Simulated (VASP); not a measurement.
Runs of VASP 6.6.1 on Hf. The structure is that of space group Im-3m (No. 229), or close to it. The cells are those of the table. 

```csv
task,level,cell,cutoff (eV),gap on the mesh (eV),pressure (GPa),relaxed volume (Å³/atom)
relaxation of cell and atoms,PBEsol,"relaxed from a = 3.126 Å, angles 109.5°, 1 atom",600,none,0.0,21.19
single point,PBEsol,"a = 3.022 Å, angles 109.5°, 1 atom",520,none,-0.3,-
relaxation of cell and atoms,PBE+D4,"relaxed from a = 3.126 Å, angles 109.5°, 1 atom",600,none,0.0,21.90
single point,PBE+D4,"a = 3.056 Å, angles 109.5°, 1 atom",520,none,-0.4,-
single point,PBE,"a = 3.072 Å, angles 109.5°, 1 atom",520,none,-0.4,-
relaxation of cell and atoms,revPBE+D3(BJ),"relaxed from a = 3.126 Å, angles 109.5°, 1 atom",600,none,0.0,(a)
single point,revPBE+D3(BJ),"a = 3.032 Å, angles 109.5°, 1 atom",520,none,-0.4,-
```

Alike in all rows: potentials or basis VASP PAW PBE potentials, release 64 (Hf_pv); no spin polarisation; k mesh 9 × 9 × 9; smearing fermi-dirac 0.05 eV.

Problem. Fill in the values left out.

Solution. (a) 21.36.

Caveats: spin-orbit coupling is left out, which moves the levels of the heavy elements; the PAW data sets were made with another functional, which shifts forces and pressure a little (some runs); pairwise dispersion overbinds metals, which lowers pressure and volume (some runs).

A k mesh can miss the band edges, and the runs leave out spin-orbit coupling on Hf.

A gap of «none» marks levels without a gap at the run's occupations.
